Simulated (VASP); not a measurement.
# YN2 (P6/mmm) in VASP: notebook

Runs on YN2. Level: PBEsol. Tasks: single point.

Program: VASP 6.6.1. These are calculated values, not measurements. Logs are shortened: lines on timing, memory, paths and dates and some standing lists are left out, and cuts for length are marked.

## Step 1: The cell of the first run

Symmetry: P6/mmm, No. 191, hexagonal system. Conventional cell: a = 3.455 Å, b = 3.455 Å, c = 3.176 Å, α = 90.00°, β = 90.00°, γ = 120.00°. Within 3.5 Å of Y (site symmetry 6/mmm) lie 12 N at 2.55 Å and 8 Y at 3.18 to 3.46 Å. Within 2.6 Å of N (site symmetry -6m2) lie 3 N at 2.00 Å and 6 Y at 2.55 Å.

## Step 2: Single point, PBEsol

The input, INCAR:

```
PREC = Accurate
ENCUT = 520
EDIFF = 1E-7
ISMEAR = 0
SIGMA = 0.05
LREAL = False
LASPH = True
NELM = 100
ALGO = Normal
ISIF = 2
LWAVE = False
LCHARG = True
GGA = PS
LELF = True
LVHAR = True
NBANDS = 18
```

The input, KPOINTS:

```
Automatic mesh
0
Gamma
  10 10 6
```

The input, POSCAR:

```
YN2
1.0
    3.4554630027      0.0000000000      0.0000000000
   -1.7277315013      2.9925187422      0.0000000000
    0.0000000000      0.0000000000      3.1760387477
Y N
1 2
Direct
    0.0000000000      0.0000000000      0.0000000000
    0.3333333333      0.6666666667      0.5000230988
    0.6666666667      0.3333333333      0.4999769012
```

Potentials or basis: VASP PAW PBE potentials, release 64 (Y_sv, N).

The run is started by

```bash
> cat potpaw_PBE.64/Y_sv/POTCAR potpaw_PBE.64/N/POTCAR > POTCAR
> mpirun -np 1 vasp_std > vasp.out
```

OUTCAR:

```text
PREC = Accurate
   ENCUT = 520
   EDIFF = 1E-7
   ISMEAR = 0
   LREAL = False
   LASPH = True
   NELM = 100
   ISIF = 2
   GGA = PS

 ion  position               nearest neighbor table
   1  0.000  0.000  0.000-   2 2.55   3 2.55   2 2.55   3 2.55   3 2.55   2 2.55   2 2.55   3 2.55
                             3 2.55   2 2.55   2 2.55   3 2.55
   2  0.333  0.667  0.500-   1 2.55   1 2.55   1 2.55   1 2.55   1 2.55   1 2.55
   3  0.667  0.333  0.500-   1 2.55   1 2.55   1 2.55   1 2.55   1 2.55   1 2.55

  LATTYP: Found a hexagonal cell.
 ALAT       =     3.4554630027
 C/A-ratio  =     0.9191355095

  Lattice vectors:

 A1 = (   3.4554630027,   0.0000000000,   0.0000000000)
 A2 = (  -1.7277315013,   2.9925187422,   0.0000000000)
 A3 = (   0.0000000000,   0.0000000000,   3.1760387477)

Analysis of symmetry for initial positions (statically):
=====================================================================
 Subroutine PRICEL returns:
 Original cell was already a primitive cell.

 Routine SETGRP: Setting up the symmetry group for a
 hexagonal supercell.

 Subroutine GETGRP returns: Found 12 space group operations
 (whereof 12 operations were pure point group operations)
 out of a pool of 24 trial point group operations.

The static configuration has the point symmetry D_3d.

Analysis of symmetry for dynamics (positions and initial velocities):
=====================================================================
 Subroutine PRICEL returns:
 Original cell was already a primitive cell.

 Routine SETGRP: Setting up the symmetry group for a
 hexagonal supercell.

 Subroutine GETGRP returns: Found 12 space group operations
 (whereof 12 operations were pure point group operations)
 out of a pool of 24 trial point group operations.

The dynamic configuration has the point symmetry D_3d.

 Subroutine INISYM returns: Found 12 space group operations
 (whereof 12 operations are pure point group operations),
 and found     1 'primitive' translations

----------------------------------------------------------------------------------------

                                     Primitive cell

  volume of cell :      32.8419

  direct lattice vectors                    reciprocal lattice vectors
     3.455463003  0.000000000  0.000000000     0.289396819  0.167083331  0.000000000
    -1.727731501  2.992518742  0.000000000     0.000000000  0.334166662  0.000000000
     0.000000000  0.000000000  3.176038748     0.000000000  0.000000000  0.314857620

  length of vectors
     3.455463003  3.455463003  3.176038748     0.334166662  0.334166662  0.314857620

  position of ions in fractional coordinates (direct lattice)
     0.000000000  0.000000000  0.000000000
     0.333333333  0.666666667  0.500023099
     0.666666667  0.333333333  0.499976901

  ion indices of the primitive-cell ions
   primitive index   ion index
                 1           1
                 2           2
                 3           3

----------------------------------------------------------------------------------------

 KPOINTS: Automatic mesh

Automatic generation of k-mesh.
 Grid dimensions read from file:
 generate k-points for:   10   10    6

 Generating k-lattice:

  Cartesian coordinates                     Fractional coordinates (reciprocal lattice)
     0.028939682  0.016708333  0.000000000     0.100000000  0.000000000  0.000000000
     0.000000000  0.033416666  0.000000000     0.000000000  0.100000000  0.000000000
     0.000000000  0.000000000  0.052476270     0.000000000  0.000000000  0.166666667

  Length of vectors
     0.033416666  0.033416666  0.052476270

  Shift w.r.t. Gamma in fractional coordinates (k-lattice)
     0.000000000  0.000000000  0.000000000

 Subroutine IBZKPT returns following result:
 ===========================================

 Found     72 irreducible k-points:

 Following reciprocal coordinates:
            Coordinates               Weight
  0.000000  0.000000  0.000000      1.000000
  0.100000 -0.000000  0.000000      6.000000
  0.200000 -0.000000  0.000000      6.000000
  0.300000  0.000000  0.000000      6.000000
  0.400000  0.000000  0.000000      6.000000
  0.500000 -0.000000  0.000000      3.000000
[... 16 lines left out ...]
  0.000000  0.400000  0.166667      6.000000
  0.500000 -0.000000  0.166667      6.000000
 [... further k-points ...]
   k-points           NKPTS =     72   k-points in BZ     NKDIM =     72   number of bands    NBANDS=     18
   number of dos      NEDOS =    301   number of ions     NIONS =      3
   total plane-waves  NPLWV =  18816
   dimension x,y,z NGX =    28 NGY =   28 NGZ =   24
   dimension x,y,z NGXF=    56 NGYF=   56 NGZF=   48
   ions per type =               1   2
   NGX,Y,Z   is equivalent  to a cutoff of  13.47, 13.47, 12.56 a.u.
   NGXF,Y,Z  is equivalent  to a cutoff of  26.94, 26.94, 25.13 a.u.
 SYSTEM =  unknown system
   PREC   = accura    normal or accurate (medium, high low for compatibility)
   ISTART =      0    job   : 0-new  1-cont  2-samecut
   ICHARG =      2    charge: 1-file 2-atom 10-const
   ISPIN  =      1    spin polarized calculation?
   LNONCOLLINEAR =      F non collinear calculations
   LSORBIT =      F    spin-orbit coupling
   LASPH  =      T    aspherical Exc in radial PAW
   ENCUT  =  520.0 eV  38.22 Ry    6.18 a.u.   6.42  6.42  5.91*2*pi/ulx,y,z
   NELM   =    100;   NELMIN=  2; NELMDL= -5     # of ELM steps
   EDIFF  = 0.1E-06   stopping-criterion for ELM
   LREAL  =      F    real-space projection
   EDIFFG = 0.1E-05   stopping-criterion for IOM
   NSW    =      0    number of steps for IOM
   IBRION =     -1    ionic relax: 0-MD 1-quasi-New 2-CG
   NFREE  =      0    steps in history (QN), initial steepest desc. (CG)
   ISIF   =      2    stress and relaxation
   ISYM   =      2    0-nonsym 1-usesym 2-fastsym
   POTIM  = 0.5000    time-step for ionic-motion
   TEBEG  =    0.0;   TEEND  =   0.0 temperature during run
   PSTRESS=    0.0 pullay stress
   NELECT =      21.0000    total number of electrons
   NUPDOWN=      -1.0000    fix difference up-down
   EMIN   =  10.00;   EMAX   =-10.00  energy-range for DOS
   EFERMI =   0.00;   METHOD = LEGACY
   ISMEAR =     0;   SIGMA  =   0.05  broadening in eV -4-tet -1-fermi 0-gaus
   EFERMI_NEDOS =   21; number of points for ismear=-14 and -15
   IALGO  =     38    algorithm
   IMIX   =      4    mixing-type and parameters
     AMIX     =   0.40;   BMIX     =  1.00
     AMIX_MAG =   1.60;   BMIX_MAG =  1.00
  volume/ion in A,a.u.               =      10.95        73.88
  Fermi-wavevector in a.u.,A,eV,Ry     =   1.410387  2.665245 27.064592  1.989191
  Thomas-Fermi vector in A             =   2.532346
   LORBIT       =      0    0 simple, 1 ext, 2 COOP (PROOUT), +10 PAW based schemes
   GGA     = PS    functional components
   LHFCALC =     F    Hartree Fock is set to
   AEXX    =    0.0000 exact exchange contribution
   IVDW    =     0    specifies the selected vdW correction
   LEPSILON=     F    determine dielectric tensor
   LRPA    =     F    only Hartree local field effects (RPA)
 non-spin polarized calculation
 Gauss-broadening in eV      SIGMA  =   0.05
  energy-cutoff  :      520.00
  volume of cell :       32.84
 maximum number of plane-waves:       900
 NGX is ok and might be reduce to    28
   NGX = 13   NGY = 13   NGZ = 11

 number of electron      20.9999996 magnetization

 Free energy of the ion-electron system (eV)
  ---------------------------------------------------
  ext. energy  EPLUGINS =         0.00000000
  ---------------------------------------------------
  free energy    TOTEN  =       -23.97346291 eV

  energy without entropy =      -23.97166291  energy(sigma->0) =      -23.97256291

 E-fermi :   6.3511     XC(G=0): -12.3466

 val. band max:        6.2916290462   @ k =   0.2000  -0.0000   0.3333
 cond. band min:       6.3544378347   @ k =   0.2000  -0.0000   0.5000
 fundamental gap:      0.0628087886
 Fermi energy:         6.3511419774

 k-point     1 :       0.0000    0.0000    0.0000
  band No.  band energies     occupation
      1     -35.5595      2.00000
      2     -15.3276      2.00000
      3     -15.3276      2.00000
      4     -15.2839      2.00000
      5     -11.2343      2.00000
      6      -3.4439      2.00000
[... 10 lines left out ...]
     17      12.0421      0.00000
     18      12.1157      0.00000

 k-point     2 :       0.1000   -0.0000    0.0000
  band No.  band energies     occupation
      1     -35.5511      2.00000
      2     -15.4623      2.00000
      3     -15.3469      2.00000
      4     -15.2713      2.00000
      5     -11.0214      2.00000
      6      -3.9425      2.00000
[... 10 lines left out ...]
     17      12.1885      0.00000
     18      12.4534      0.00000

 k-point     3 :       0.2000   -0.0000    0.0000
  band No.  band energies     occupation
      1     -35.5292      2.00000
      2     -15.7751      2.00000
      3     -15.3971      2.00000
      4     -15.2380      2.00000
      5     -10.4702      2.00000
      6      -4.9498      2.00000
[... 10 lines left out ...]
     17      12.6762      0.00000
     18      13.1245      0.00000

 k-point     4 :       0.3000    0.0000    0.0000
  band No.  band energies     occupation
      1     -35.5019      2.00000
      2     -16.1070      2.00000
      3     -15.4581      2.00000
      4     -15.1965      2.00000
      5      -9.7317      2.00000
      6      -6.0057      2.00000
[... 10 lines left out ...]
     17      13.4508      0.00000
     18      13.5523      0.00000

 k-point     5 :       0.4000    0.0000    0.0000
  band No.  band energies     occupation
      1     -35.4797      2.00000
      2     -16.3456      2.00000
      3     -15.5066      2.00000
      4     -15.1626      2.00000
      5      -8.9181      2.00000
      6      -6.9795      2.00000
[... 10 lines left out ...]
     17      13.8805      0.00000
     18      14.2207      0.00000

 k-point     6 :       0.5000   -0.0000    0.0000
  band No.  band energies     occupation
      1     -35.4711      2.00000
      2     -16.4314      2.00000
      3     -15.5250      2.00000
      4     -15.1496      2.00000
      5      -8.2973      2.00000
      6      -7.6462      2.00000
[... 10 lines left out ...]
     17      14.3357      0.00000
     18      14.5580      0.00000

 k-point     7 :       0.1000    0.1000    0.0000
  band No.  band energies     occupation
      1     -35.5360      2.00000
      2     -15.6752      2.00000
      3     -15.3909      2.00000
      4     -15.2483      2.00000
      5     -10.6413      2.00000
      6      -4.6581      2.00000
[... 10 lines left out ...]
     17      12.4291      0.00000
     18      13.0429      0.00000

 k-point     8 :       0.2000    0.1000    0.0000
  band No.  band energies     occupation
      1     -35.5114      2.00000
      2     -15.9707      2.00000
      3     -15.4686      2.00000
      4     -15.2109      2.00000
      5     -10.0037      2.00000
      6      -5.6082      2.00000
[... 10 lines left out ...]
     17      12.9719      0.00000
     18      13.6926      0.00000
[... 229 lines left out ...]
     17      12.5498      0.00000
     18      14.5241      0.00000

 k-point    20 :       0.3000    0.0000    0.1667
  band No.  band energies     occupation
      1     -35.4755      2.00000
      2     -16.0380      2.00000
      3     -15.5199      2.00000
      4     -15.4186      2.00000
      5      -9.6051      2.00000
      6      -5.9287      2.00000
[... 10 lines left out ...]
     17      12.7625      0.00000
     18      14.8545      0.00000

 k-point    21 :       0.0000    0.3000    0.1667
  band No.  band energies     occupation
      1     -35.4755      2.00000
      2     -16.0380      2.00000
      3     -15.5199      2.00000
      4     -15.4186      2.00000
      5      -9.6051      2.00000
      6      -5.9288      2.00000
[... 10 lines left out ...]
     17      12.7627      0.00000
     18      14.8544      0.00000

 k-point    22 :       0.4000    0.0000    0.1667
  band No.  band energies     occupation
      1     -35.4540      2.00000
      2     -16.2400      2.00000
      3     -15.4689      2.00000
      4     -15.4645      2.00000
      5      -8.9807      2.00000
      6      -6.8852      2.00000
[... 10 lines left out ...]
     17      13.4359      0.00000
     18      15.2133      0.00000

 k-point    23 :       0.0000    0.4000    0.1667
  band No.  band energies     occupation
      1     -35.4540      2.00000
      2     -16.2400      2.00000
      3     -15.4689      2.00000
      4     -15.4645      2.00000
      5      -8.9806      2.00000
      6      -6.8853      2.00000
[... 10 lines left out ...]
     17      13.4360      0.00000
     18      15.2133      0.00000

 k-point    24 :       0.5000   -0.0000    0.1667
  band No.  band energies     occupation
      1     -35.4457      2.00000
      2     -16.3156      2.00000
      3     -15.4819      2.00000
      4     -15.4469      2.00000
      5      -8.5714      2.00000
      6      -7.4085      2.00000
[... 10 lines left out ...]
     17      13.8123      0.00000
     18      15.7595      0.00000

 [... further k-points ...]

------------------------ aborting loop because EDIFF is reached ----------------------------------------

  FORCE on cell =-STRESS in cart. coord.  units (eV):
  Direction    XX          YY          ZZ          XY          YZ          ZX
  --------------------------------------------------------------------------------------
  -------------------------------------------------------------------------------------
  Total       -0.0057681     -0.0057681     -0.0193054     -0.0000000      0.0000000      0.0000000
  in kB       -0.2813950     -0.2813950     -0.9418047     -0.0000000      0.0000000      0.0000000
  external PRESSURE =      -0.5015316 kB  Pullay stress =       0.0000000 kB

 VOLUME and BASIS-vectors are now :
 -----------------------------------------------------------------------------
  energy-cutoff  :      520.00
  volume of cell :       32.84
      direct lattice vectors                 reciprocal lattice vectors
     3.455463003  0.000000000  0.000000000     0.289396819  0.167083331  0.000000000
    -1.727731501  2.992518742  0.000000000     0.000000000  0.334166662  0.000000000
     0.000000000  0.000000000  3.176038748     0.000000000  0.000000000  0.314857620

 POSITION                                       TOTAL-FORCE (eV/Angst)
 -----------------------------------------------------------------------------------
      0.00000      0.00000      0.00000        -0.000000      0.000000      0.000000
     -0.00000      1.99501      1.58809         0.000000      0.000000     -0.000277
      1.72773      0.99751      1.58795        -0.000000      0.000000      0.000277
 -----------------------------------------------------------------------------------
    total drift:                                0.000000     -0.000000      0.000000

  FREE ENERGIE OF THE ION-ELECTRON SYSTEM (eV)
  ---------------------------------------------------
  free  energy   TOTEN  =       -23.9734629116 eV

  energy  without entropy=      -23.9716629098  energy(sigma->0) =      -23.97256291
```

It took 77 s on 1 thread of Intel Xeon 8259CL, shared host; peak memory 0.19 GiB.

Results:

```yaml
Free_energy: -23.9735 eV
Pressure: -0.1 GPa
Band_gap_on_the_k_mesh: zero (an odd number of electrons rules out a gap without spin polarisation)
```

Levels at points of the mesh, in eV from the Fermi level:
```csv
k point,band 7,band 8,band 9,band 10,band 11,band 12,band 13,band 14
"(0.00, 0.00, 0.00)",-5.61,-5.61,-3.36,-0.68,0.49,0.49,0.73,5.23
"(0.50, 0.00, 0.00)",-5.67,-4.39,-3.73,-1.11,1.72,1.88,1.96,4.37
"(0.00, 0.00, 0.50)",-7.05,-4.78,-4.78,-1.77,-1.77,-0.80,2.40,2.40
"(0.50, 0.00, 0.50)",-6.76,-4.66,-3.73,-2.63,1.58,2.82,6.25,6.37
```

Caveat: the PAW data sets were made with another functional, which shifts forces and pressure a little.

(Part 1 of 2 ends here.)
